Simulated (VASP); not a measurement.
Wanted: the native input for a VASP 6.6.1 run.

* Task: single point
* Functional: PBE
* Potentials or basis: VASP PAW PBE potentials, release 64 (Na_pv, Sr_sv, I)
* Cutoff: 520 eV
* k mesh: 4 × 4 × 4
* Occupations: fermi-dirac, width 0.02 eV
* Spin: no spin polarisation
* Dipole correction: no
* Further INCAR settings: ALGO = Normal; EDIFF = 1e-07; NBANDS = 27

The structure of NaSrI3 lies in POSCAR:

```
NaSrI3
1.0
    6.3976887577      0.0000000000      0.0000000000
    0.0000000000      6.3976887577      0.0000000000
    0.0000000000      0.0000000000      6.3976887577
Na Sr I
1 1 3
Direct
    0.0000000000      0.0000000000      0.0000000000
    0.5000000000      0.5000000000      0.5000000000
    0.5000000000      0.5000000000      0.0000000000
    0.5000000000      0.0000000000      0.5000000000
    0.0000000000      0.5000000000      0.5000000000
```

The input as run:

INCAR

```
SYSTEM = NaSrI3
PREC = Accurate ; ENCUT = 520
EDIFF = 1E-7 ; ISMEAR = -1
SIGMA = 0.02 ; LREAL = .False.
LASPH = .True. ; NELM = 80
ALGO = Normal ; ISIF = 2
LWAVE = .False. ; LCHARG = .False.
GGA = PE ; NBANDS = 27
```

KPOINTS

```
Automatic mesh
0
Gamma
  4 4 4
  0 0 0
```

Potentials or basis: VASP PAW PBE potentials, release 64 (Na_pv, Sr_sv, I).

The run is started by

```sh
$ cat potpaw_PBE.64/Na_pv/POTCAR potpaw_PBE.64/Sr_sv/POTCAR potpaw_PBE.64/I/POTCAR > POTCAR
$ mpirun -np 1 vasp_std > vasp.out
```

It gave:

```yaml
Pressure: 0.2 GPa
Band_gap_on_the_k_mesh: 2.39 eV, indirect (least direct gap 2.66 eV)
```

Caveat: spin-orbit coupling is left out, which moves the levels of the heavy elements.

Run time: 93 s on 1 thread of Intel(R) Xeon(R) Platinum 8259CL CPU @ 2.50GHz (Skylake/Cascade Lake), with other jobs on the host, peak memory 0.35 GiB.
